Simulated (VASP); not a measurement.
A run of VASP 6.6.1:

The input INCAR:

```
ALGO = Normal
EDIFF = 1E-6
ENCUT = 520
GGA = RE
ISIF = 2
ISMEAR = -1
LASPH = T
LCHARG = T
LELF = T
LREAL = F
LVHAR = T
LWAVE = F
NBANDS = 16
NELM = 100
PREC = Accurate
SIGMA = 0.1
```

The input KPOINTS:

```
k-points
0
Gamma
  21 21 14
```

The input POSCAR:

```
Co
1.0
   -2.7764528559      2.4163056616      1.1724218739
    2.4163056616     -2.7764528559      1.1724218739
    2.0284937863      2.0284937863     -1.8320321200
Co
2
Direct
    0.9886644562      0.0113355438      1.0000000000
    0.7613355438      0.2386644562      0.5000000000
```

Potentials or basis: VASP PAW PBE potentials, release 64 (Co).

Launch:

```console
$ cat potpaw_PBE.64/Co/POTCAR > POTCAR
$ mpirun -np 1 vasp_std > vasp.out
```

Hardware: 1 thread of AMD EPYC 9R14 (Zen 4), on a shared host.

Task: Estimate the wall time of this run.

Result: Wall time 9.4 min on 1 thread of AMD EPYC 9R14 (Zen 4) (shared host), peak memory 0.55 GiB. Counts: scf iterations 13, k points 1628.
